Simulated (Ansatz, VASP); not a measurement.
# KF: VASP beside Ansatz

```
CELL_PARAMETERS angstrom
0.00000 2.65441 2.65441
2.65441 0.00000 2.65441
2.65441 2.65441 0.00000
ATOMIC_POSITIONS crystal
K 0.09500 0.61100 0.21900
F 0.59500 0.11100 0.71900
```

Alike in both runs: task single point; functional PBE; k mesh 6 × 6 × 6; occupations gaussian, width 0.1 eV; no spin polarisation.

```csv
,VASP,Ansatz
version,VASP 6.6.1,Ansatz 0.2.0
potentials or method,"VASP PAW PBE potentials, release 64 (K_sv, F), cutoff 600 eV","scalar-relativistic, plane waves, PAW"
valence electrons in the cell,16,16
```

Ansatz gave:

- gap on the k mesh at the Fermi level (eV): 6.29
- least direct gap on the mesh (eV): 6.29
- pressure (GPa): 2.1

Question: What did VASP give for the same quantities?

Answer: gap on the k mesh at the Fermi level (eV): 6.27; least direct gap on the mesh (eV): 6.27; pressure (GPa): 2.1.

With one functional, cell and mesh, what is left measures potentials, basis and numerics.
